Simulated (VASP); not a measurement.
Input of a VASP 6.6.1 run:

INCAR

```
PREC = Accurate ; ENCUT = 500
EDIFF = 1E-6 ; ISMEAR = 0
SIGMA = 0.15 ; LREAL = False
LASPH = True ; NELM = 120
ALGO = Normal ; ISIF = 2
LWAVE = False ; LCHARG = False
GGA = PE ; NBANDS = 25
GGA_COMPAT = False
```

The input KPOINTS:

```
Automatic mesh
0
Gamma
  12 12 14
```

Contents of POSCAR:

```
Ti
1.0
    4.5410922605      0.0000000000      0.0000000000
   -2.2705461302      3.9327012585      0.0000000000
    0.0000000000      0.0000000000      2.8082579439
Ti
3
Direct
   -0.0284949435     -0.0569898869      0.0000000000
    0.3475808051      0.6951616101      0.5000000000
    0.6809141384      0.3618282768      0.5000000000
```

Potentials or basis: VASP PAW PBE potentials, release 64 (Ti_sv).

The run is started by

```bash
$ cat potpaw_PBE.64/Ti_sv/POTCAR > POTCAR
$ mpirun -np 1 vasp_std > vasp.out
```

**Question.** Predict the band gap on the k mesh.

**Answer.** Zero (band 18 reaches 8.88 eV, above the bottom of band 19 at 8.45 eV).

**Question.** Estimate the pressure.

**Answer.** 5.7 GPa.

**Question.** What does it give for the largest force?

**Answer.** 1.830 eV/Å.

Forces in eV/Å, atoms in the order of the input:
```
Ti   0.000  1.830  0.000
Ti   0.000 -0.550  0.000
Ti   0.000 -1.280  0.000
```

Caveat: forces of over 1 eV/Å act on the atoms, so gaps and moduli don't describe the material at rest.
